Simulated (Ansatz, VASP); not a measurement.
# Two plane-wave programs on SiC

Contents of INCAR:

```
ALGO = Normal
EDIFF = 1E-7
ENCUT = 520
GGA = PE
ISIF = 2
ISMEAR = 0
LASPH = True
LCHARG = False
LREAL = False
LWAVE = False
NBANDS = 36
NELM = 80
PREC = Accurate
SIGMA = 0.05
```

The input KPOINTS:

```
k-points
0
Gamma
  10 10 2
```

POSCAR

```
SiC
1.0
    2.1898640950     -2.1898640950      0.0000000000
    2.1898640950      0.0000000000     -2.1898640950
    9.3368066491      9.3368066491      9.3368066491
Si C
6 6
Direct
    1.0000000000      0.0000000000      0.3713253327
    0.3333333333      0.3333333333      0.2149646570
    0.6666666667      0.6666666667      0.5276860084
    1.0000000000      1.0000000000      0.8404073598
    0.3333333333      0.3333333333      0.6840466841
    0.6666666667      0.6666666667      0.0586039813
    0.6666666667      0.6666666667      0.4104155016
    0.0000000000      0.0000000000      0.2540548259
    0.3333333333      0.3333333333      0.5667761773
    0.6666666667      0.6666666667      0.8794975287
    0.0000000000      0.0000000000      0.7231368530
    0.3333333333      0.3333333333      0.0976941502
```

Input for Ansatz:

```yaml
crystal:
  lattice:
    - [2.189864095, -2.189864095, 0.0]
    - [2.189864095, 0.0, -2.189864095]
    - [9.3368066491, 9.3368066491, 9.3368066491]
  atoms:
    - { symbol: Si, position: [1.0, 0.0, 0.3713253327] }
    - { symbol: Si, position: [0.3333333333, 0.3333333333, 0.214964657] }
    - { symbol: Si, position: [0.6666666667, 0.6666666667, 0.5276860084] }
    - { symbol: Si, position: [1.0, 1.0, 0.8404073598] }
    - { symbol: Si, position: [0.3333333333, 0.3333333333, 0.6840466841] }
    - { symbol: Si, position: [0.6666666667, 0.6666666667, 0.0586039813] }
    - { symbol: C, position: [0.6666666667, 0.6666666667, 0.4104155016] }
    - { symbol: C, position: [0.0, 0.0, 0.2540548259] }
    - { symbol: C, position: [0.3333333333, 0.3333333333, 0.5667761773] }
    - { symbol: C, position: [0.6666666667, 0.6666666667, 0.8794975287] }
    - { symbol: C, position: [0.0, 0.0, 0.723136853] }
    - { symbol: C, position: [0.3333333333, 0.3333333333, 0.0976941502] }
basis:
  ecutwfc: 420
kpoints:
  mp_grid: { grid: [10, 10, 2] }
hamiltonian:
  xc: pbe
scf:
  occupations: { method: gaussian, width: 0.05 }
output:
  forces: true
  stress: true
  eigenvalues: true
```

Alike in both runs: task single point; functional PBE; k mesh 10 × 10 × 2; occupations gaussian, width 0.05 eV; no spin polarisation.

|  | VASP | Ansatz |
| --- | --- | --- |
| version | VASP 6.6.1 | Ansatz 0.2.0 |
| potentials or method | VASP PAW PBE potentials, release 64 (Si, C), cutoff 520 eV | scalar-relativistic, plane waves, PAW |
| valence electrons in the cell | 48 | 48 |

VASP gave:

| Property | Result |
| --- | --- |
| gap on the k mesh at the Fermi level (eV) | 0.22 |
| least direct gap on the mesh (eV) | 1.44 |
| pressure (GPa) | -2.8 |
| traceless stress, the component that is largest in VASP (GPa) | -2.69 |
| rms of the force components (eV/Å) | 0.534 |

Question: What did Ansatz give for the same quantities?

Answer: gap on the k mesh at the Fermi level (eV): 0.22; least direct gap on the mesh (eV): 1.43; pressure (GPa): -2.8; traceless stress, the component that is largest in VASP (GPa): -2.66; rms of the force components (eV/Å): 0.536.

Atom by atom the forces differ by 0.004 eV/Å (rms over components).
